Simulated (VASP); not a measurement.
# MgO: single point with PBE

The system is MgO.

```xyz
2
Lattice="2.8289 0.0000 0.0000 0.0000 2.8289 0.0000 0.0000 0.0000 5.0497" Properties=species:S:1:pos:R:3 pbc="T T T"
Mg    1.4144    1.4144    0.0000
O     0.0000    0.0000    0.0000
```

```
Program             : VASP 6.6.1
Task                : single point
Functional          : PBE
Potentials or basis : VASP PAW PBE potentials, release 64 (Mg, O)
Cutoff              : 520 eV
k mesh              : 10 × 10 × 6
Occupations         : gaussian, width 0.02 eV
Spin                : no spin polarisation
```

```yaml
Pressure: -0.2 GPa
Band_gap_on_the_k_mesh: 2.26 eV, indirect (least direct gap 2.50 eV)
```

Stress tensor (GPa, compression positive):
```
-0.27  0.00  0.00
 0.00 -0.27  0.00
 0.00  0.00 -0.05
```

Levels at points of the mesh, in eV from the valence-band top:
```csv
k point,band 1,band 2,band 3,band 4,band 5,band 6,band 7,band 8
"(0.00, 0.00, 0.00)",-16.30,-1.76,-0.24,-0.24,2.26,8.43,9.69,12.27
"(0.50, 0.00, 0.00)",-15.57,-3.76,-0.78,-0.23,6.99,7.35,7.89,13.18
"(0.50, 0.50, 0.00)",-15.18,-2.75,-2.75,0.00,8.27,11.72,11.72,11.95
"(0.00, 0.00, 0.50)",-16.29,-2.12,-0.24,-0.24,4.64,4.69,12.36,14.27
"(0.50, 0.00, 0.50)",-15.57,-3.73,-0.90,-0.23,5.83,9.01,9.41,9.74
"(0.50, 0.50, 0.50)",-15.18,-2.74,-2.74,-0.05,9.13,10.13,10.13,10.32
```

Run time: 21 s on 1 thread of AMD EPYC 9R45 96-Core Processor (Zen 5), with other jobs on the host, peak memory 0.15 GiB.

A k mesh can miss the band edges. Expect the measured gap to be larger: semilocal functionals such as PBE lack the derivative discontinuity.
